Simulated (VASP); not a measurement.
Input of a VASP 6.6.1 run:

Contents of POSCAR:

```
MgO
1.0
    2.6233491285      0.0000000000      0.0000000000
    0.0000000000      2.6233491285      0.0000000000
    0.0000000000      0.0000000000      2.6233491285
Mg O
1 1
Direct
    0.0000000000      0.0000000000      0.0000000000
    0.5000000000      0.5000000000      0.5000000000
```

INCAR.step1

```
SYSTEM = MgO
ALGO = Normal ; EDIFF = 1E-5
ENCUT = 520 ; GGA = PE
ISIF = 2 ; ISMEAR = 0
LASPH = .True. ; LREAL = .False.
LWAVE = .True. ; NBANDS = 11
NELM = 80 ; PREC = Accurate
SIGMA = 0.01
```

The input INCAR.step2:

```
SYSTEM = MgO
ALGO = Normal ; EDIFF = 1E-6
ENCUT = 520 ; GGA = PE
HFSCREEN = 0.2079 ; ISIF = 2
ISMEAR = 0 ; ISTART = 1
LASPH = .True. ; LCHARG = .True.
LELF = .True. ; LHFCALC = .True.
LREAL = .False. ; LVHAR = .True.
LWAVE = .False. ; NBANDS = 11
NELM = 80 ; PREC = Accurate
PRECFOCK = Normal ; SIGMA = 0.01
```

Contents of KPOINTS:

```
k-points
0
Gamma
  6 6 6
  0 0 0
```

Potentials or basis: VASP PAW PBE potentials, release 64 (Mg, O).

The run is started by

```bash
$ cat potpaw_PBE.64/Mg/POTCAR potpaw_PBE.64/O/POTCAR > POTCAR
$ cp INCAR.step1 INCAR
$ mpirun -np 1 vasp_std > vasp.out
$ cp INCAR.step2 INCAR
$ mpirun -np 1 vasp_std > vasp.out
```

(1) Predict the pressure.

(2) What does it give for the band gap on the k mesh?

Answers

(1) -1.2 GPa.

(2) 4.14 eV, indirect (least direct gap 5.24 eV).

Caveat: the PAW data sets were made with another functional, which shifts forces and pressure a little.
